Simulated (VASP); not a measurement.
Here is a VASP 6.6.1 calculation.

INCAR

```
SYSTEM = Be16N
  PREC = Accurate
  ENCUT = 520
  EDIFF = 1E-6
  ISMEAR = -1
  SIGMA = 0.15
  LREAL = Auto
  LASPH = .True.
  NELM = 100
  ALGO = Normal
  ISIF = 2
  LWAVE = .False.
  LCHARG = .True.
  GGA = PE
  IVDW = 12
  LELF = .True.
  LVHAR = .True.
  NBANDS = 32
```

Contents of KPOINTS:

```
regular mesh
0
Gamma
  3 3 2
  0 0 0
```

The input POSCAR:

```
Be16N
1.0
   -2.2900000000     -3.9663960000      0.0000000000
    3.4350000000     -1.9831980000      0.0000000000
    0.0000000000      0.0000000000      7.1768600000
Be N
16 1
Direct
    0.7774588069      0.4860787970      0.0145467516
    0.4611502319      0.3296168940      0.2334865108
    0.7455756942      0.4774871440      0.4896570366
    0.5094785778      0.3007295322      0.7615447424
    0.5285657691     -0.0672152515     -0.0004598111
    0.2796684714      0.8575664627      0.2532026541
    0.4867904903      0.0405386384      0.4786912382
    0.2454218763      0.8705432596      0.7511502245
    0.2842364615      0.4960703047      0.0108961301
   -0.0114356221      0.2890574747      0.2450932581
    0.2772765133      0.5859281559      0.4857974100
   -0.0632818962      0.3109125059      0.7413130533
    0.0318397790      0.0310664029      0.0151319658
    0.7606055101      0.7909131348      0.2706197418
   -0.0213001859     -0.0217401530      0.4971394175
    0.7319374615      0.7955565609      0.7524878568
    0.2376792550      0.2447410463      0.6229743927
```

Potentials or basis: VASP PAW PBE potentials, release 64 (Be, N).

The run is started by

```bash
$ cat potpaw_PBE.64/Be/POTCAR potpaw_PBE.64/N/POTCAR > POTCAR
$ mpirun -np 1 vasp_std > vasp.out
```

**Question.** Predict the pressure.

**Answer.** 3.5 GPa.

**Question.** Predict the largest force.

**Answer.** 2.565 eV/Å.

Forces in eV/Å, atoms in the order of the input:
```
Be   0.009  0.229 -0.556
Be  -0.988 -1.587  0.777
Be   0.707 -0.719  0.012
Be   0.393 -0.456  0.395
Be   1.500 -0.600  0.458
Be  -0.133  1.332 -1.271
Be  -0.079  0.114  1.200
Be   0.503 -0.009 -0.145
Be   1.020  1.166 -0.477
Be   1.036 -0.513  0.787
Be  -1.938  1.622  0.442
Be  -0.749 -1.107  0.792
Be  -1.096  0.898 -0.803
Be   0.301 -0.207 -1.711
Be   0.081 -0.949  0.589
Be  -0.651  0.072 -0.111
N    0.085  0.715 -0.378
```

Caveat: the k points lie up to 0.53 Å⁻¹ apart.
